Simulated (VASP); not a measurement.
A run of VASP 6.6.1 is set up as follows.

INCAR

```
SYSTEM = Al3Cu
ALGO = Fast
EDIFF = 1E-6
ENCUT = 520
ISIF = 2
ISMEAR = 0
LASPH = .TRUE.
LCHARG = .FALSE.
LREAL = .FALSE.
LWAVE = .FALSE.
NBANDS = 18
NELM = 100
PREC = Accurate
SIGMA = 0.15
```

File KPOINTS:

```
k-points
0
G
  10 10 10
  0 0 0
```

File POSCAR:

```
Al3Cu
1.0
    3.4308430493      0.0000000000      0.0000000000
    0.0000000000      4.2789166121      0.0000000000
    0.0000000000      0.0000000000      3.8548798307
Al Cu
3 1
Direct
    0.0000000000      0.5000000000      0.5000000000
    0.5000000000      0.0000000000      0.5000000000
    0.5000000000      0.5000000000      0.0000000000
    0.0000000000      0.0000000000      0.0000000000
```

Potentials or basis: VASP PAW LDA potentials, release 64 (Al, Cu).

Launch:

```sh
$ cat potpaw_LDA.64/Al/POTCAR potpaw_LDA.64/Cu/POTCAR > POTCAR
$ mpirun -np 1 vasp_std > vasp.out
```

(1) What does it give for the band gap on the k mesh?

(2) Predict the pressure.

## Answers

(1) zero (bands 10 and 11 overlap by 5.14 eV).

(2) 3.1 GPa.

Caveat: the cell differs from its parent crystal (strain +e along x and -e along y -0.1100, strain +e along z and -e/2 along x and y +0.0000); the cell stands under pressure.
